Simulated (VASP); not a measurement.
# Hf (P6_3/mmc) in VASP: notebook, part 2 of 2

VASP 6.6.1. Earlier steps stand in the parts before.

## Step 4: Single point, PBEsol (volume scaled by 0.72)

Input file INCAR:

```
PREC     = Accurate       # precision mode
ENCUT    = 520            # plane-wave cutoff, eV
EDIFF    = 1E-6           # SCF threshold, eV
ISMEAR   = -1             # smearing method
SIGMA    = 0.08           # smearing width, eV
LREAL    = False          # projectors in reciprocal space
LASPH    = True           # aspherical terms in the spheres
NELM     = 80             # most SCF steps
ALGO     = Normal         # electronic algorithm
ISIF     = 2              # what is computed and relaxed
LWAVE    = False          # write WAVECAR
LCHARG   = False          # write CHGCAR
GGA      = PS             # functional
NBANDS   = 17             # bands
```

Input file KPOINTS:

```
regular mesh
0
Gamma
  14 14 8
```

Input file POSCAR:

```
Hf
1.0
    2.7932622009      0.0000000000      0.0000000000
   -1.3966311005      2.4190360254      0.0000000000
    0.0000000000      0.0000000000      4.6051509512
Hf
2
Direct
    0.3333333333      0.6666666667      0.2500000000
    0.6666666667      0.3333333333      0.7500000000
```

Potentials or basis: VASP PAW PBE potentials, release 64 (Hf_pv).

On the command line:

```
cat potpaw_PBE.64/Hf_pv/POTCAR > POTCAR
mpirun -np 1 vasp_std > vasp.out
```

OUTCAR:

```text
PREC = Accurate
   ENCUT = 520
   EDIFF = 1E-6
   ISMEAR = -1
   LREAL = False
   LASPH = True
   NELM = 80
   ISIF = 2
   GGA = PS

 ion  position               nearest neighbor table
   1  0.333  0.667  0.250-   2 2.81   2 2.81   2 2.81   2 2.81   2 2.81   2 2.81
   2  0.667  0.333  0.750-   1 2.81   1 2.81   1 2.81   1 2.81   1 2.81   1 2.81

  LATTYP: Found a hexagonal cell.
 ALAT       =     2.7932622009
 C/A-ratio  =     1.6486640423

  Lattice vectors:

 A1 = (   2.7932622009,   0.0000000000,   0.0000000000)
 A2 = (  -1.3966311005,   2.4190360254,   0.0000000000)
 A3 = (   0.0000000000,   0.0000000000,   4.6051509512)

Analysis of symmetry for initial positions (statically):
=====================================================================
 Subroutine PRICEL returns:
 Original cell was already a primitive cell.

 Routine SETGRP: Setting up the symmetry group for a
 hexagonal supercell.

 Subroutine GETGRP returns: Found 24 space group operations
 (whereof 12 operations were pure point group operations)
 out of a pool of 24 trial point group operations.

The static configuration has the point symmetry D_3d.
 The point group associated with its full space group is D_6h.

Analysis of symmetry for dynamics (positions and initial velocities):
=====================================================================
 Subroutine PRICEL returns:
 Original cell was already a primitive cell.

 Routine SETGRP: Setting up the symmetry group for a
 hexagonal supercell.

 Subroutine GETGRP returns: Found 24 space group operations
 (whereof 12 operations were pure point group operations)
 out of a pool of 24 trial point group operations.

The dynamic configuration has the point symmetry D_3d.
 The point group associated with its full space group is D_6h.

 Subroutine INISYM returns: Found 24 space group operations
 (whereof 12 operations are pure point group operations),
 and found     1 'primitive' translations

----------------------------------------------------------------------------------------

                                     Primitive cell

  volume of cell :      31.1170

  direct lattice vectors                    reciprocal lattice vectors
     2.793262201  0.000000000  0.000000000     0.358004343  0.206693904  0.000000000
    -1.396631101  2.419036025  0.000000000     0.000000000  0.413387808  0.000000000
     0.000000000  0.000000000  4.605150951     0.000000000  0.000000000  0.217148148

  length of vectors
     2.793262201  2.793262201  4.605150951     0.413387808  0.413387808  0.217148148

  position of ions in fractional coordinates (direct lattice)
     0.333333333  0.666666667  0.250000000
     0.666666667  0.333333333  0.750000000

  ion indices of the primitive-cell ions
   primitive index   ion index
                 1           1
                 2           2

----------------------------------------------------------------------------------------

 KPOINTS: regular mesh

Automatic generation of k-mesh.
 Grid dimensions read from file:
 generate k-points for:   14   14    8

 Generating k-lattice:

  Cartesian coordinates                     Fractional coordinates (reciprocal lattice)
     0.025571739  0.014763850  0.000000000     0.071428571  0.000000000  0.000000000
     0.000000000  0.029527701  0.000000000     0.000000000  0.071428571  0.000000000
     0.000000000  0.000000000  0.027143518     0.000000000  0.000000000  0.125000000

  Length of vectors
     0.029527701  0.029527701  0.027143518

  Shift w.r.t. Gamma in fractional coordinates (k-lattice)
     0.000000000  0.000000000  0.000000000

 Subroutine IBZKPT returns following result:
 ===========================================

 Found    120 irreducible k-points:

 Following reciprocal coordinates:
            Coordinates               Weight
  0.000000  0.000000  0.000000      1.000000
  0.071429 -0.000000  0.000000      6.000000
  0.142857 -0.000000  0.000000      6.000000
  0.214286 -0.000000  0.000000      6.000000
  0.285714 -0.000000  0.000000      6.000000
  0.357143 -0.000000  0.000000      6.000000
[... 16 lines left out ...]
  0.285714  0.285714  0.000000      6.000000
  0.357143  0.285714  0.000000      6.000000
 [... further k-points ...]
   k-points           NKPTS =    120   k-points in BZ     NKDIM =    120   number of bands    NBANDS=     17
   number of dos      NEDOS =    301   number of ions     NIONS =      2
   total plane-waves  NPLWV =  20736
   dimension x,y,z NGX =    24 NGY =   24 NGZ =   36
   dimension x,y,z NGXF=    48 NGYF=   48 NGZF=   72
   ions per type =               2
   NGX,Y,Z   is equivalent  to a cutoff of  14.28, 14.28, 13.00 a.u.
   NGXF,Y,Z  is equivalent  to a cutoff of  28.57, 28.57, 25.99 a.u.
 SYSTEM =  unknown system
   PREC   = accura    normal or accurate (medium, high low for compatibility)
   ISTART =      0    job   : 0-new  1-cont  2-samecut
   ICHARG =      2    charge: 1-file 2-atom 10-const
   ISPIN  =      1    spin polarized calculation?
   LNONCOLLINEAR =      F non collinear calculations
   LSORBIT =      F    spin-orbit coupling
   LASPH  =      T    aspherical Exc in radial PAW
   ENCUT  =  520.0 eV  38.22 Ry    6.18 a.u.   5.19  5.19  8.56*2*pi/ulx,y,z
   NELM   =     80;   NELMIN=  2; NELMDL= -5     # of ELM steps
   EDIFF  = 0.1E-05   stopping-criterion for ELM
   LREAL  =      F    real-space projection
   EDIFFG = 0.1E-04   stopping-criterion for IOM
   NSW    =      0    number of steps for IOM
   IBRION =     -1    ionic relax: 0-MD 1-quasi-New 2-CG
   NFREE  =      0    steps in history (QN), initial steepest desc. (CG)
   ISIF   =      2    stress and relaxation
   ISYM   =      2    0-nonsym 1-usesym 2-fastsym
   POTIM  = 0.5000    time-step for ionic-motion
   TEBEG  =    0.0;   TEEND  =   0.0 temperature during run
   PSTRESS=    0.0 pullay stress
   NELECT =      20.0000    total number of electrons
   NUPDOWN=      -1.0000    fix difference up-down
   EMIN   =  10.00;   EMAX   =-10.00  energy-range for DOS
   EFERMI =   0.00;   METHOD = LEGACY
   ISMEAR =    -1;   SIGMA  =   0.08  broadening in eV -4-tet -1-fermi 0-gaus
   EFERMI_NEDOS =   21; number of points for ismear=-14 and -15
   IALGO  =     38    algorithm
   IMIX   =      4    mixing-type and parameters
     AMIX     =   0.40;   BMIX     =  1.00
     AMIX_MAG =   1.60;   BMIX_MAG =  1.00
  volume/ion in A,a.u.               =      15.56       104.99
  Fermi-wavevector in a.u.,A,eV,Ry     =   1.412816  2.669835 27.157886  1.996048
  Thomas-Fermi vector in A             =   2.534525
   LORBIT       =      0    0 simple, 1 ext, 2 COOP (PROOUT), +10 PAW based schemes
   GGA     = PS    functional components
   LHFCALC =     F    Hartree Fock is set to
   AEXX    =    0.0000 exact exchange contribution
   IVDW    =     0    specifies the selected vdW correction
   LEPSILON=     F    determine dielectric tensor
   LRPA    =     F    only Hartree local field effects (RPA)
 non-spin polarized calculation
  energy-cutoff  :      520.00
  volume of cell :       31.12
 maximum number of plane-waves:       854
 NGX is ok and might be reduce to    24

 number of electron      20.0000004 magnetization

 Free energy of the ion-electron system (eV)
  ---------------------------------------------------
  ext. energy  EPLUGINS =         0.00000000
  ---------------------------------------------------
  free energy    TOTEN  =       -19.14948089 eV

  energy without entropy =      -19.11911289  energy(sigma->0) =      -19.13429689

 E-fermi :   7.5539     XC(G=0): -13.1701

 val. band max:        7.5537492253   @ k =   0.4286   0.1429   0.2500
 cond. band min:       7.5553035529   @ k =   0.2143   0.0714   0.3750
 fundamental gap:      0.0015543277
 Fermi energy:         7.5539430204

 k-point     1 :       0.0000    0.0000    0.0000
  band No.  band energies     occupation
      1     -23.7532      2.00000
      2     -21.4959      2.00000
      3     -21.4959      2.00000
      4     -21.2608      2.00000
      5     -21.1947      2.00000
      6     -21.1947      2.00000
[... 9 lines left out ...]
     16      11.4301      0.00000
     17      15.1634      0.00000
[... 441 lines left out ...]
 k-point    24 :       0.3571    0.2857    0.0000
  band No.  band energies     occupation
      1     -23.1674      2.00000
      2     -22.7958      2.00000
      3     -22.7402      2.00000
      4     -22.3033      2.00000
      5     -22.3011      2.00000
      6     -22.1003      2.00000
[... 9 lines left out ...]
     16      15.2062      0.00000
     17      16.9104      0.00000

 [... further k-points ...]

------------------------ aborting loop because EDIFF is reached ----------------------------------------

  FORCE on cell =-STRESS in cart. coord.  units (eV):
  Direction    XX          YY          ZZ          XY          YZ          ZX
  --------------------------------------------------------------------------------------
  -------------------------------------------------------------------------------------
  Total       12.2494853     12.2494853     12.1803675     -0.0000000      0.0000000      0.0000000
  in kB      630.7111544    630.7111544    627.1523630     -0.0000000      0.0000000      0.0000000
  external PRESSURE =     629.5248906 kB  Pullay stress =       0.0000000 kB

 VOLUME and BASIS-vectors are now :
 -----------------------------------------------------------------------------
  energy-cutoff  :      520.00
  volume of cell :       31.12
      direct lattice vectors                 reciprocal lattice vectors
     2.793262201  0.000000000  0.000000000     0.358004343  0.206693904  0.000000000
    -1.396631101  2.419036025  0.000000000     0.000000000  0.413387808  0.000000000
     0.000000000  0.000000000  4.605150951     0.000000000  0.000000000  0.217148148

 POSITION                                       TOTAL-FORCE (eV/Angst)
 -----------------------------------------------------------------------------------
     -0.00000      1.61269      1.15129         0.000000      0.000000      0.000000
      1.39663      0.80635      3.45386        -0.000000     -0.000000      0.000000
 -----------------------------------------------------------------------------------
    total drift:                               -0.000000      0.000000     -0.000000

  FREE ENERGIE OF THE ION-ELECTRON SYSTEM (eV)
  ---------------------------------------------------
  free  energy   TOTEN  =       -19.1494808923 eV

  energy  without entropy=      -19.1191128949  energy(sigma->0) =      -19.13429689
```

It took 30 s on 1 thread of AMD EPYC 9R45 (Zen 5), shared host; peak memory 0.16 GiB.

Results:

```yaml
Free_energy: -19.1495 eV
Pressure: 63.0 GPa
Band_gap_on_the_k_mesh: zero (band 10 reaches 9.04 eV, above the bottom of band 11 at 7.25 eV)
```

Caveat: the cell differs from its parent crystal (volume scaled by 0.72); the PAW data sets were made with another functional, which shifts forces and pressure a little; spin-orbit coupling is left out, which moves the levels of the heavy elements.

## Step 5: Single point, PBEsol

This run uses another cell than the first one, of 17.29 Å³/atom, 1.250 times its volume.

Input file INCAR:

```
ALGO = Normal
EDIFF = 1E-6
ENCUT = 520
GGA = PS
ISIF = 2
ISMEAR = -1
LASPH = True
LCHARG = True
LELF = True
LREAL = False
LVHAR = True
LWAVE = False
NBANDS = 17
NELM = 80
PREC = Accurate
SIGMA = 0.08
```

Input file KPOINTS:

```
k-points
0
Gamma
  14 14 8
```

Input file POSCAR:

```
Hf
1.0
    2.9131026754      0.0000000000      0.0000000000
   -1.4565513377      2.5228209207      0.0000000000
    0.0000000000      0.0000000000      4.7044968894
Hf
2
Direct
    0.3333333333      0.6666666667      0.2500000000
    0.6666666667      0.3333333333      0.7500000000
```

On the command line:

```
cat potpaw_PBE.64/Hf_pv/POTCAR > POTCAR
mpirun -np 1 vasp_std > vasp.out
```

It took 31 s on 1 thread of AMD EPYC 9R45 (Zen 5), shared host; peak memory 0.17 GiB.

It converged, with:

| Property | Result |
| --- | --- |
| Free energy | -20.1999 eV |
| Pressure | 36.1 GPa |
| Band gap on the k mesh | zero (band 10 reaches 8.05 eV, above the bottom of band 11 at 6.33 eV) |

Stress tensor (GPa, compression positive):
```
36.23  0.00  0.00
 0.00 36.23  0.00
 0.00  0.00 35.93
```

Levels at points of the mesh, in eV from the Fermi level:
| k point | band 7 | band 8 | band 9 | band 10 | band 11 | band 12 | band 13 | band 14 |
| --- | --- | --- | --- | --- | --- | --- | --- | --- |
| (0.00, 0.00, 0.00) | -8.18 | -4.64 | 1.20 | 1.20 | 1.28 | 1.75 | 2.28 | 2.28 |
| (0.50, 0.00, 0.00) | -3.89 | -3.81 | -3.22 | 0.02 | 0.80 | 1.11 | 2.10 | 7.96 |
| (0.00, 0.00, 0.50) | -5.76 | -5.76 | -0.03 | -0.03 | 1.11 | 1.11 | 1.11 | 1.11 |
| (0.50, 0.00, 0.50) | -4.37 | -4.37 | -1.68 | -1.68 | 2.43 | 2.43 | 3.33 | 3.33 |

Caveat: the PAW data sets were made with another functional, which shifts forces and pressure a little; spin-orbit coupling is left out, which moves the levels of the heavy elements.

## Step 6: Single point, PBEsol

Input file INCAR:

```
SYSTEM = Hf
PREC = Accurate
ENCUT = 520
EDIFF = 1E-7
ISMEAR = -1
SIGMA = 0.08
LREAL = .False.
LASPH = .True.
NELM = 60
ALGO = Normal
ISIF = 2
LWAVE = .False.
LCHARG = .True.
GGA = PS
LELF = .True.
LVHAR = .True.
NBANDS = 17
```

Input file KPOINTS:

```
regular mesh
0
Gamma
  14 14 8
  0 0 0
```

POSCAR is that of step 5.

Potentials or basis: VASP PAW PBE potentials, release 64 (Hf_pv).

On the command line:

```
cat potpaw_PBE.64/Hf_pv/POTCAR > POTCAR
mpirun -np 1 vasp_std > vasp.out
```

Wall time 35 s (1 thread of AMD EPYC 9R45 (Zen 5), shared host); peak memory 0.17 GiB.

The run converged. Its results:

```
Free energy            : -20.1999 eV
Pressure               : 36.1 GPa
Band gap on the k mesh : zero (band 10 reaches 8.05 eV, above the bottom of band 11 at 6.33 eV)
```

Stress tensor (GPa, compression positive):
```
36.21  0.00  0.00
 0.00 36.21  0.00
 0.00  0.00 35.91
```

Levels at points of the mesh, in eV from the Fermi level:
| k point | band 8 | band 9 | band 10 | band 11 | band 12 | band 13 |
| --- | --- | --- | --- | --- | --- | --- |
| (0.00, 0.00, 0.00) | -4.64 | 1.20 | 1.20 | 1.28 | 1.75 | 2.28 |
| (0.50, 0.00, 0.00) | -3.81 | -3.22 | 0.02 | 0.80 | 1.11 | 2.10 |
| (0.00, 0.00, 0.50) | -5.76 | -0.03 | -0.03 | 1.11 | 1.11 | 1.11 |
| (0.50, 0.00, 0.50) | -4.37 | -1.68 | -1.68 | 2.43 | 2.43 | 3.33 |

Caveat: the PAW data sets were made with another functional, which shifts forces and pressure a little; spin-orbit coupling is left out, which moves the levels of the heavy elements.

## Step 7: Single point, PBEsol

This run uses another cell than the first one, of 19.02 Å³/atom, 1.375 times its volume.

Input file INCAR:

```
SYSTEM = Hf
PREC = Accurate
ENCUT = 520
EDIFF = 1E-7
ISMEAR = -1
SIGMA = 0.08
LREAL = .False.
LASPH = .True.
NELM = 100
ALGO = Normal
ISIF = 2
LWAVE = .False.
LCHARG = .False.
GGA = PS
NBANDS = 17
```

KPOINTS is that of step 6.

Input file POSCAR:

```
Hf
1.0
    3.0188574494      0.0000000000      0.0000000000
   -1.5094287247      2.6144072416      0.0000000000
    0.0000000000      0.0000000000      4.8187261157
Hf
2
Direct
    0.3333333333      0.6666666667      0.2500000000
    0.6666666667      0.3333333333      0.7500000000
```

On the command line:

```
cat potpaw_PBE.64/Hf_pv/POTCAR > POTCAR
mpirun -np 1 vasp_std > vasp.out
```

It took 36 s on 1 thread of AMD EPYC 9R45 (Zen 5), shared host; peak memory 0.17 GiB.

Results (log left out):

```yaml
Free_energy: -20.7686 eV
Pressure: 17.6 GPa
Band_gap_on_the_k_mesh: zero (band 10 reaches 7.14 eV, above the bottom of band 11 at 5.65 eV)
```

Stress tensor (GPa, compression positive):
```
17.66  0.00  0.00
 0.00 17.66  0.00
 0.00  0.00 17.48
```

Levels at points of the mesh, in eV from the Fermi level:
```tsv
k point	band 7	band 8	band 9	band 10	band 11	band 12	band 13	band 14
(0.00, 0.00, 0.00)	-7.92	-4.28	1.19	1.19	1.30	1.42	2.18	2.18
(0.50, 0.00, 0.00)	-3.64	-3.42	-2.81	-0.38	0.77	1.04	1.95	7.10
(0.00, 0.00, 0.50)	-5.65	-5.65	0.05	0.05	1.09	1.09	1.09	1.09
(0.50, 0.00, 0.50)	-3.98	-3.98	-1.36	-1.36	1.87	1.87	3.04	3.04
```

Caveat: the PAW data sets were made with another functional, which shifts forces and pressure a little; spin-orbit coupling is left out, which moves the levels of the heavy elements.

## Step 8: The runs side by side

```tsv
cell	gap on the mesh (eV)	pressure (GPa)
a = 2.664, b = 2.664, c = 4.501 Å, angles 90.0, 90.0, 120.0°, 2 atoms	none	104.1
a = 2.793, b = 2.793, c = 4.605 Å, angles 90.0, 90.0, 120.0°, 2 atoms	none	63.0
a = 2.913, b = 2.913, c = 4.704 Å, angles 90.0, 90.0, 120.0°, 2 atoms	none	36.1
a = 3.019, b = 3.019, c = 4.819 Å, angles 90.0, 90.0, 120.0°, 2 atoms	none	17.6
```

Alike in all rows: task single point; level PBEsol; potentials or basis VASP PAW PBE potentials, release 64 (Hf_pv); no spin polarisation; k mesh 14 × 14 × 8; cutoff (eV) 520; smearing fermi-dirac 0.08 eV.

Caveats: the PAW data sets were made with another functional, which shifts forces and pressure a little; spin-orbit coupling is left out, which moves the levels of the heavy elements.

Total energies depend on the potentials used, so only differences within one code and one set of settings carry meaning.
